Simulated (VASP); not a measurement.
# FeSi (Pm-3m) in VASP: single point with PBEsol

Aim: the single point of FeSi with PBEsol.

Program: VASP 6.6.1. These are calculated values, not measurements. Logs are shortened: lines on timing, memory, paths and dates and some standing lists are left out, and cuts for length are marked.

**1. The cell of the first run**

The structure is cubic, space group Pm-3m (No. 221). Conventional cell: a = 2.792 Å, b = 2.792 Å, c = 2.792 Å, α = 90.00°, β = 90.00°, γ = 90.00°. Si (site symmetry m-3m) has 8 Fe at 2.42 Å and 6 Si at 2.79 Å within 3.2 Å. Within 3.2 Å of Fe (site symmetry m-3m) lie 8 Si at 2.42 Å and 6 Fe at 2.79 Å.

**2. Single point, PBEsol, collinear spin, ferromagnetic start**

Contents of INCAR:

```
PREC     = Accurate       # precision mode
ENCUT    = 520            # plane-wave cutoff, eV
EDIFF    = 1E-7           # SCF threshold, eV
ISMEAR   = 0              # smearing method
SIGMA    = 0.1            # smearing width, eV
LREAL    = F              # projectors in reciprocal space
LASPH    = T              # aspherical terms in the spheres
NELM     = 150            # most SCF steps
ALGO     = Normal         # electronic algorithm
ISIF     = 2              # what is computed and relaxed
LWAVE    = F              # write WAVECAR
LCHARG   = F              # write CHGCAR
ISPIN    = 2              # spin polarisation
MAGMOM   = 0 4            # initial moments
LORBIT   = 11             # projections on sites
LMAXMIX  = 4              # l up to which the mixer works
GGA      = PS             # functional
NBANDS   = 17             # bands
```

Contents of KPOINTS:

```
Automatic mesh
0
Gamma
  6 6 6
```

Contents of POSCAR:

```
FeSi
1.0
    2.7921326595      0.0000000000      0.0000000000
    0.0000000000      2.7921326595      0.0000000000
    0.0000000000      0.0000000000      2.7921326595
Si Fe
1 1
Direct
    0.0000000000      0.0000000000      0.0000000000
    0.5000000000      0.5000000000      0.5000000000
```

Potentials or basis: VASP PAW PBE potentials, release 64 (Si, Fe).

On the command line:

```bash
cat potpaw_PBE.64/Si/POTCAR potpaw_PBE.64/Fe/POTCAR > POTCAR
mpirun -np 1 vasp_std > vasp.out
```

OUTCAR:

```text
PREC = Accurate
   ENCUT = 520
   EDIFF = 1E-7
   ISMEAR = 0
   LREAL = F
   LASPH = T
   NELM = 150
   ISIF = 2
   ISPIN = 2
   LORBIT = 11
   GGA = PS

 ion  position               nearest neighbor table
   1  0.000  0.000  0.000-   2 2.42   2 2.42   2 2.42   2 2.42   2 2.42   2 2.42   2 2.42   2 2.42

   2  0.500  0.500  0.500-   1 2.42   1 2.42   1 2.42   1 2.42   1 2.42   1 2.42   1 2.42   1 2.42

  LATTYP: Found a simple cubic cell.
 ALAT       =     2.7921326595

  Lattice vectors:

 A1 = (   2.7921326595,   0.0000000000,   0.0000000000)
 A2 = (   0.0000000000,   2.7921326595,   0.0000000000)
 A3 = (   0.0000000000,   0.0000000000,   2.7921326595)

Analysis of symmetry for initial positions (statically):
=====================================================================
 Subroutine PRICEL returns:
 Original cell was already a primitive cell.

 Routine SETGRP: Setting up the symmetry group for a
 simple cubic supercell.

 Subroutine GETGRP returns: Found 48 space group operations
 (whereof 48 operations were pure point group operations)
 out of a pool of 48 trial point group operations.

The static configuration has the point symmetry O_h .

Analysis of symmetry for dynamics (positions and initial velocities):
=====================================================================
 Subroutine PRICEL returns:
 Original cell was already a primitive cell.

 Routine SETGRP: Setting up the symmetry group for a
 simple cubic supercell.

 Subroutine GETGRP returns: Found 48 space group operations
 (whereof 48 operations were pure point group operations)
 out of a pool of 48 trial point group operations.

The dynamic configuration has the point symmetry O_h .

Analysis of structural, dynamic, and magnetic symmetry:
=====================================================================
 Subroutine PRICEL returns:
 Original cell was already a primitive cell.

 Routine SETGRP: Setting up the symmetry group for a
 simple cubic supercell.

 Subroutine GETGRP returns: Found 48 space group operations
 (whereof 48 operations were pure point group operations)
 out of a pool of 48 trial point group operations.

The overall configuration has the point symmetry O_h .

 Subroutine INISYM returns: Found 48 space group operations
 (whereof 48 operations are pure point group operations),
 and found     1 'primitive' translations

[... 113 lines left out ...]
   LORBIT       =     11    0 simple, 1 ext, 2 COOP (PROOUT), +10 PAW based schemes
   GGA     = PS    functional components
   LHFCALC =     F    Hartree Fock is set to
   AEXX    =    0.0000 exact exchange contribution
   IVDW    =     0    specifies the selected vdW correction
   LEPSILON=     F    determine dielectric tensor
   LRPA    =     F    only Hartree local field effects (RPA)
 spin polarized calculation
 Gauss-broadening in eV      SIGMA  =   0.10
  energy-cutoff  :      520.00
  volume of cell :       21.77
 maximum number of plane-waves:       624
 NGX is ok and might be reduce to    24
   NGX = 11   NGY = 11   NGZ = 11

 number of electron      12.0000002 magnetization       0.0474230

 Free energy of the ion-electron system (eV)
  ---------------------------------------------------
  ext. energy  EPLUGINS =         0.00000000
  ---------------------------------------------------
  free energy    TOTEN  =       -15.86503053 eV

  energy without entropy =      -15.86047587  energy(sigma->0) =      -15.86275320

 E-fermi :  10.4472     XC(G=0): -12.9754

 val. band max:       10.4460838125   @ k =   0.5000   0.5000   0.5000
 cond. band min:      10.4957544944   @ k =   0.5000   0.5000   0.0000
 fundamental gap:      0.0496706819
 Fermi energy:        10.4472318275

 spin component 1

 k-point     1 :       0.0000    0.0000    0.0000
  band No.  band energies     occupation
      1      -3.5024      1.00000
      2       6.7799      1.00000
      3       6.7799      1.00000
      4       9.6452      1.00000
      5       9.6452      1.00000
      6       9.6452      1.00000
[... 376 lines left out ...]
      3       4.6668      1.00000
      4       8.7922      1.00000
      5      10.4461      0.50649
      6      10.4461      0.50648
[... 9 lines left out ...]
     16      41.0976      0.00000
     17      41.0976      0.00000
 Fermi energy:        10.4472318275

 spin component 2

 k-point     1 :       0.0000    0.0000    0.0000
  band No.  band energies     occupation
      1      -3.5094      1.00000
      2       6.8411      1.00000
      3       6.8412      1.00000
      4       9.6818      1.00000
      5       9.6818      1.00000
      6       9.6818      1.00000
[... 377 lines left out ...]
      4       8.7811      1.00000
      5      10.5455      0.08226
      6      10.5455      0.08224
[... 9 lines left out ...]
     16      41.0976      0.00000
     17      41.0976      0.00000

------------------------ aborting loop because EDIFF is reached ----------------------------------------

  FORCE on cell =-STRESS in cart. coord.  units (eV):
  Direction    XX          YY          ZZ          XY          YZ          ZX
  --------------------------------------------------------------------------------------
  -------------------------------------------------------------------------------------
  Total       -1.7771129     -1.7771129     -1.7771129      0.0000000      0.0000000     -0.0000000
  in kB     -130.8029266   -130.8029266   -130.8029266      0.0000000      0.0000000     -0.0000000
  external PRESSURE =    -130.8029266 kB  Pullay stress =       0.0000000 kB

 VOLUME and BASIS-vectors are now :
 -----------------------------------------------------------------------------
  energy-cutoff  :      520.00
  volume of cell :       21.77
      direct lattice vectors                 reciprocal lattice vectors
     2.792132660  0.000000000  0.000000000     0.358149172  0.000000000  0.000000000
     0.000000000  2.792132660  0.000000000     0.000000000  0.358149172  0.000000000
     0.000000000  0.000000000  2.792132660     0.000000000  0.000000000  0.358149172

 POSITION                                       TOTAL-FORCE (eV/Angst)
 -----------------------------------------------------------------------------------
      0.00000      0.00000      0.00000         0.000000      0.000000      0.000000
      1.39607      1.39607      1.39607         0.000000      0.000000      0.000000
 -----------------------------------------------------------------------------------
    total drift:                                0.000000     -0.000000     -0.000000

  FREE ENERGIE OF THE ION-ELECTRON SYSTEM (eV)
  ---------------------------------------------------
  free  energy   TOTEN  =       -15.8650305288 eV

  energy  without entropy=      -15.8604758725  energy(sigma->0) =      -15.86275320

 total charge

# of ion       s       p       d       tot
------------------------------------------
    1        0.719   0.862   0.000   1.581
    2        0.431   0.599   6.620   7.650
--------------------------------------------------
tot          1.150   1.462   6.620   9.231

 magnetization (x)

# of ion       s       p       d       tot
------------------------------------------
    1       -0.001  -0.002   0.000  -0.003
    2       -0.001  -0.002   0.059   0.057
--------------------------------------------------
tot         -0.001  -0.004   0.059   0.054
```

stdout:

```text
POSCAR found type information on POSCAR SiFe
 POSCAR found :  2 types and       2 ions
 scaLAPACK will be used
 -----------------------------------------------------------------------------
|                                                                             |
|                                                                             |
|     You enforced a specific xc type in the INCAR file but a different       |
|     I HOPE YOU KNOW WHAT YOU ARE DOING!                                     |
|                                                                             |
 -----------------------------------------------------------------------------

 LDA part: xc-table for (Slater+PW92), standard interpolation
 POSCAR, INCAR and KPOINTS ok, starting setup
 FFT: planning ... GRIDC
 FFT: planning ... GRID_SOFT
 FFT: planning ... GRID
 WAVECAR not read
 entering main loop
```

Run time: 14 s. Hardware: 1 thread of Intel Xeon Platinum 8375C at 2.90GHz (Ice Lake), shared host; peak memory 0.15 GiB.

Results:

| Quantity | Value |
| --- | --- |
| Free energy | -15.8650 eV |
| Pressure | -13.1 GPa |
| Net moment | 0.05 μB per cell |
| Site moments | Si -0.00; Fe +0.06 μB |
| Valence electrons inside the program's atomic spheres | Si 1.58; Fe 7.65 |

Levels at points of the mesh, in eV from the Fermi level:
Spin up:
```
           k point  band 2  band 3  band 4  band 5  band 6  band 7  band 8  band 9  band 10  band 11
(0.00, 0.00, 0.00)   -3.67   -3.67   -0.80   -0.80   -0.80    3.17    3.17    3.17     7.96     7.96
(0.50, 0.00, 0.00)   -8.53   -2.80   -2.28   -2.28   -0.62    0.26    6.70    8.40     8.40     9.72
(0.50, 0.50, 0.00)   -4.99   -4.99   -3.72   -1.74   -1.74   -0.05    2.19    2.62     8.05    13.47
(0.50, 0.50, 0.50)   -5.78   -5.78   -1.66    0.00    0.00    1.65    1.65    1.65     4.24     4.24
```
Spin down:
```tsv
k point	band 4	band 5	band 6	band 7	band 8	band 9
(0.00, 0.00, 0.00)	-0.77	-0.77	-0.77	3.16	3.16	3.16
(0.50, 0.00, 0.00)	-2.26	-2.26	-0.59	0.35	6.69	8.40
(0.50, 0.50, 0.00)	-3.67	-1.70	-1.70	0.05	2.22	2.67
(0.50, 0.50, 0.50)	-1.67	0.10	0.10	1.65	1.65	1.65
```

Caveat: the k points lie up to 0.38 Å⁻¹ apart; the starting moments collapsed, and a magnetic state may lie lower; the PAW data sets were made with another functional, which shifts forces and pressure a little.
